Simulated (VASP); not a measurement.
# Ga (C2/m) in VASP: notebook, part 2 of 2

VASP 6.6.1.

**4. Electric field gradients, PBE (equal xy, yz and zx shear strains of -1 %)**

Contents of INCAR:

```
PREC = Accurate
ENCUT = 520
EDIFF = 1E-8
ISMEAR = -1
SIGMA = 0.05
LREAL = F
LASPH = T
NELM = 60
ALGO = Normal
ISIF = 2
LWAVE = F
LCHARG = F
GGA = PE
LEFG = T
NBANDS = 12
```

Contents of KPOINTS:

```
regular mesh
0
Gamma
  14 14 16
```

Contents of POSCAR:

```
Ga
1.0
   -1.4221650000      1.3998750000      2.2290000000
    1.3998750000     -1.4221650000      2.2290000000
    1.4081250000      1.4081250000     -2.2430400000
Ga
1
Direct
    0.0000000000      0.0000000000      0.0000000000
```

Potentials or basis: VASP PAW PBE potentials, release 64 (Ga_d).

On the command line:

```console
> cat potpaw_PBE.64/Ga_d/POTCAR > POTCAR
> mpirun -np 1 vasp_std > vasp.out
```

OUTCAR:

```text
PREC = Accurate
   ENCUT = 520
   EDIFF = 1E-8
   ISMEAR = -1
   LREAL = F
   LASPH = T
   NELM = 60
   ISIF = 2
   GGA = PE

 ion  position               nearest neighbor table
   1  0.000  0.000  0.000-

  Warning from LATTYP: Got some problem with cell dimensions!
  Tried to take original basis but could not verify dimensions!
  LATTYP: Found a base centered monoclinic cell.
 ALAT       =     3.9513559001
 B/A-ratio  =     1.0100247465
 C/A-ratio  =     0.7484908925
 COS(beta)  =    -0.6573258807

  Lattice vectors:

 A1 = (  -2.8080000000,   0.0140400000,   0.0140400000)
 A2 = (   0.0140400000,  -2.8080000000,   0.0140400000)
 A3 = (   1.3858350000,   1.3858350000,   2.2149600000)

Analysis of symmetry for initial positions (statically):
=====================================================================
 Subroutine PRICEL returns:
 Original cell was already a primitive cell.

 Routine SETGRP: Setting up the symmetry group for a
 base centered monoclinic supercell.

 Subroutine GETGRP returns: Found  4 space group operations
 (whereof  4 operations were pure point group operations)
 out of a pool of  4 trial point group operations.

The static configuration has the point symmetry C_2h.

Analysis of symmetry for dynamics (positions and initial velocities):
=====================================================================
 Subroutine PRICEL returns:
 Original cell was already a primitive cell.

 Routine SETGRP: Setting up the symmetry group for a
 base centered monoclinic supercell.

 Subroutine GETGRP returns: Found  4 space group operations
 (whereof  4 operations were pure point group operations)
 out of a pool of  4 trial point group operations.

The dynamic configuration has the point symmetry C_2h.

 Subroutine INISYM returns: Found  4 space group operations
 (whereof  4 operations are pure point group operations),
 and found     1 'primitive' translations

----------------------------------------------------------------------------------------

                                     Primitive cell

  volume of cell :      17.5740

  direct lattice vectors                    reciprocal lattice vectors
    -1.422165000  1.399875000  2.229000000     0.002916936  0.357270525  0.226116774
     1.399875000 -1.422165000  2.229000000     0.357270525  0.002916936  0.226116774
     1.408125000  1.408125000 -2.243040000     0.357932917  0.357932917  0.003579329

  length of vectors
     2.991762742  2.991762742  2.999476700     0.422823287  0.422823287  0.506206241

  position of ions in fractional coordinates (direct lattice)
     0.000000000  0.000000000  0.000000000

  ion indices of the primitive-cell ions
   primitive index   ion index
                 1           1

----------------------------------------------------------------------------------------

 KPOINTS: regular mesh

Automatic generation of k-mesh.
 Grid dimensions read from file:
 generate k-points for:   14   14   16

 Generating k-lattice:

[... 69 lines left out ...]
   POTIM  = 0.5000    time-step for ionic-motion
   TEBEG  =    0.0;   TEEND  =   0.0 temperature during run
   PSTRESS=    0.0 pullay stress
   NELECT =      13.0000    total number of electrons
   NUPDOWN=      -1.0000    fix difference up-down
   EMIN   =  10.00;   EMAX   =-10.00  energy-range for DOS
   EFERMI =   0.00;   METHOD = LEGACY
   ISMEAR =    -1;   SIGMA  =   0.05  broadening in eV -4-tet -1-fermi 0-gaus
   EFERMI_NEDOS =   21; number of points for ismear=-14 and -15
   IALGO  =     38    algorithm
   IMIX   =      4    mixing-type and parameters
     AMIX     =   0.40;   BMIX     =  1.00
     AMIX_MAG =   1.60;   BMIX_MAG =  1.00
  volume/ion in A,a.u.               =      17.57       118.60
  Fermi-wavevector in a.u.,A,eV,Ry     =   1.480581  2.797892 29.825593  2.192119
  Thomas-Fermi vector in A             =   2.594597
   LORBIT       =      0    0 simple, 1 ext, 2 COOP (PROOUT), +10 PAW based schemes
   GGA     = PE    functional components
   LHFCALC =     F    Hartree Fock is set to
   AEXX    =    0.0000 exact exchange contribution
   IVDW    =     0    specifies the selected vdW correction
   LEPSILON=     F    determine dielectric tensor
   LRPA    =     F    only Hartree local field effects (RPA)
 non-spin polarized calculation
  energy-cutoff  :      520.00
  volume of cell :       17.57
 maximum number of plane-waves:       485
 NGX is ok and might be reduce to    24
   NGX = 11   NGY = 11   NGZ = 11

 number of electron      12.9999997 magnetization

 Free energy of the ion-electron system (eV)
  ---------------------------------------------------
  ext. energy  EPLUGINS =         0.00000000
  ---------------------------------------------------
  free energy    TOTEN  =        -2.87218971 eV

  energy without entropy =       -2.86966676  energy(sigma->0) =       -2.87092824

 E-fermi :   6.2712     XC(G=0): -11.3773

 val. band max:        6.2640850109   @ k =   0.2143   0.1429   0.3750
 cond. band min:       6.2733891531   @ k =  -0.3571  -0.4286   0.4375
 fundamental gap:      0.0093041422
 Fermi energy:         6.2712406547

 k-point     1 :       0.0000    0.0000    0.0000
  band No.  band energies     occupation
      1      -8.8284      2.00000
      2      -8.7017      2.00000
      3      -8.6913      2.00000
      4      -8.6713      2.00000
      5      -8.5331      2.00000
      6      -5.3662      2.00000
      7      19.0832      0.00000
      8      19.2711      0.00000
      9      19.4818      0.00000
     10      22.6382      0.00000
     11      22.6789      0.00000
     12      23.3122      0.00000
[... 331 lines left out ...]
 k-point    24 :       0.2857    0.1429    0.0000
  band No.  band energies     occupation
      1      -8.7739      2.00000
      2      -8.7452      2.00000
      3      -8.6615      2.00000
      4      -8.5760      2.00000
      5      -8.5359      2.00000
      6      -1.8312      2.00000
      7       7.7385      0.00000
      8      12.8987      0.00000
      9      15.4018      0.00000
     10      20.4644      0.00000
     11      21.5981      0.00000
     12      24.6445      0.00000

 [... further k-points ...]
[... 5 lines left out ...]
  --------------------------------------------------------------------------------------
  -------------------------------------------------------------------------------------
  Total        0.5137001      0.5137001      0.4335188      0.0018182      0.0029918      0.0029918
  in kB       46.8326429     46.8326429     39.5227336      0.1657582      0.2727537      0.2727541
  external PRESSURE =      44.3960065 kB  Pullay stress =       0.0000000 kB

 VOLUME and BASIS-vectors are now :
 -----------------------------------------------------------------------------
  energy-cutoff  :      520.00
  volume of cell :       17.57
      direct lattice vectors                 reciprocal lattice vectors
    -1.422165000  1.399875000  2.229000000     0.002916936  0.357270525  0.226116774
     1.399875000 -1.422165000  2.229000000     0.357270525  0.002916936  0.226116774
     1.408125000  1.408125000 -2.243040000     0.357932917  0.357932917  0.003579329

 POSITION                                       TOTAL-FORCE (eV/Angst)
 -----------------------------------------------------------------------------------
      0.00000      0.00000      0.00000        -0.000000      0.000000      0.000000
 -----------------------------------------------------------------------------------
    total drift:                                0.000000      0.000000     -0.000000

  FREE ENERGIE OF THE ION-ELECTRON SYSTEM (eV)
  ---------------------------------------------------
  free  energy   TOTEN  =        -2.8721897145 eV

  energy  without entropy=       -2.8696667640  energy(sigma->0) =       -2.87092824

 Electric field gradients (V/A^2)
---------------------------------------------------------------------
 ion       V_xx      V_yy      V_zz      V_xy      V_xz      V_yz
---------------------------------------------------------------------
   1      -9.990    -9.990    19.981    -0.173    -0.659    -0.659
---------------------------------------------------------------------

 Electric field gradients after diagonalization (V/A^2)
 (convention: |V_zz| > |V_xx| > |V_yy|)
----------------------------------------------------------------------
 ion       V_xx      V_yy      V_zz     asymmetry (V_yy - V_xx)/ V_zz
----------------------------------------------------------------------
   1     -10.192    -9.817    20.010       0.019
----------------------------------------------------------------------

           NMR quadrupolar parameters

 Cq : quadrupolar parameter    Cq=e*Q*V_zz/h
 eta: asymmetry parameters     (V_yy - V_xx)/ V_zz
 Q  : nuclear electric quadrupole moment in mb (millibarn)
----------------------------------------------------------------------
 ion       Cq(MHz)       eta       Q (mb)
----------------------------------------------------------------------
   1       0.048       0.019       1.000
----------------------------------------------------------------------
```

stdout:

```text
POSCAR found type information on POSCAR Ga
 POSCAR found :  1 types and       1 ions
 scaLAPACK will be used
 LDA part: xc-table for (Slater+PW92), standard interpolation
 POSCAR, INCAR and KPOINTS ok, starting setup
 FFT: planning ... GRIDC
 FFT: planning ... GRID_SOFT
 FFT: planning ... GRID
 WAVECAR not read
 entering main loop
ion   1
```

It took 47 s on 1 thread of Intel Xeon 6975P-C (Granite Rapids), shared host; peak memory 0.28 GiB.

Results:

```yaml
Free_energy: -2.8722 eV
Pressure: 4.4 GPa
Band_gap_on_the_k_mesh: zero (an odd number of electrons rules out a gap without spin polarisation)
Largest_electric_field_gradient_by_atom: Ga +20.0 V/Å²
```

Levels at points of the mesh, in eV from the Fermi level:
| k point | band 2 | band 3 | band 4 | band 5 | band 6 | band 7 | band 8 | band 9 | band 10 | band 11 |
| --- | --- | --- | --- | --- | --- | --- | --- | --- | --- | --- |
| (0.00, 0.00, 0.00) | -14.97 | -14.96 | -14.94 | -14.80 | -11.64 | 12.81 | 13.00 | 13.21 | 16.37 | 16.41 |
| (0.50, 0.00, 0.00) | -15.07 | -14.95 | -14.77 | -14.73 | -4.91 | -4.29 | 8.57 | 11.82 | 12.65 | 15.57 |
| (0.50, 0.50, 0.00) | -15.16 | -14.77 | -14.77 | -14.65 | -2.37 | -1.47 | 4.15 | 5.20 | 8.07 | 8.53 |
| (0.00, 0.00, 0.50) | -15.16 | -14.77 | -14.76 | -14.66 | -2.22 | -1.25 | 4.04 | 4.92 | 8.10 | 8.12 |
| (0.50, 0.00, 0.50) | -15.06 | -14.95 | -14.77 | -14.73 | -5.09 | -4.36 | 8.90 | 11.96 | 13.00 | 15.69 |
| (0.50, 0.50, 0.50) | -15.16 | -14.74 | -14.73 | -14.73 | -3.86 | -3.72 | 6.50 | 6.57 | 9.76 | 10.61 |

Electric field gradients, principal values (V/Å²):
```csv
atom,least,middle,greatest (by size)
1 Ga,-9.817,-10.192,20.010
```

Caveat: the cell differs from its parent crystal (equal xy, yz and zx shear strains of -1 %); the cell stands under pressure; without QUAD_EFG the Cq values of the log hold for a quadrupole moment of 1 mb, not for the nuclei.
